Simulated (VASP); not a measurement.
Nd3BeCl: single point with PBE

The system is Nd3BeCl.

```
CELL_PARAMETERS angstrom
5.65915 0.00000 0.00000
0.00000 5.65915 0.00000
0.00000 0.00000 5.44026
ATOMIC_POSITIONS crystal
Nd 0.50000 0.00000 0.50000
Nd 0.00000 0.50000 0.50000
Nd 0.50000 0.50000 0.00000
Be 0.50000 0.50000 0.50000
Cl 0.00000 0.00000 0.50000
```

The cell was built from a structure type or drawn by symmetry, and may not be a known phase.

```yaml
Program: VASP 6.6.1
Task: single point
Functional: PBE
Potentials_or_basis: VASP PAW PBE potentials, release 64 (Nd_3, Be, Cl), 4f in core
Cutoff: 600 eV
k_mesh: 4 × 4 × 2
Occupations: gaussian, width 0.1 eV
Spin: no spin polarisation
Dipole_correction: no
Mended: yes
Further_INCAR_settings: ALGO = Normal; EDIFF = 1e-06; NBANDS = 29
```

```yaml
Pressure: 0.1 GPa
Band_gap_on_the_k_mesh: zero (bands 21 and 22 overlap by 0.74 eV)
```

Levels at points of the mesh, in eV from the Fermi level:
| k point | band 18 | band 19 | band 20 | band 21 | band 22 | band 23 |
| --- | --- | --- | --- | --- | --- | --- |
| (0.00, 0.00, 0.00) | -1.78 | -0.86 | -0.70 | -0.51 | -0.51 | 1.62 |
| (0.50, 0.00, 0.00) | -1.29 | -1.13 | -0.19 | -0.15 | -0.03 | 0.32 |
| (0.50, 0.50, 0.00) | -1.42 | -1.42 | -0.30 | 0.04 | 0.04 | 0.29 |
| (0.00, 0.00, 0.50) | -1.34 | -0.61 | -0.11 | 0.04 | 0.04 | 0.14 |
| (0.50, 0.00, 0.50) | -1.80 | -1.67 | -0.76 | 0.02 | 0.10 | 0.79 |
| (0.50, 0.50, 0.50) | -1.91 | -1.91 | -1.27 | 0.22 | 0.90 | 1.14 |

It took 30 s on 1 thread of Intel(R) Xeon(R) 6975P-C (Granite Rapids) (shared host), peak memory 0.35 GiB.

Caveat: the k points lie up to 0.58 Å⁻¹ apart, too coarse for converged energies and pressures of a metal; spin-orbit coupling is left out, which moves the levels of the heavy elements; the 4f electrons are frozen in the core, so they carry no moment and show no levels; the run has no spin polarisation, though such a crystal can be magnetic. With open d or f shells a metallic result of PBE can be an artefact of self-interaction; +U or a hybrid may open a gap.
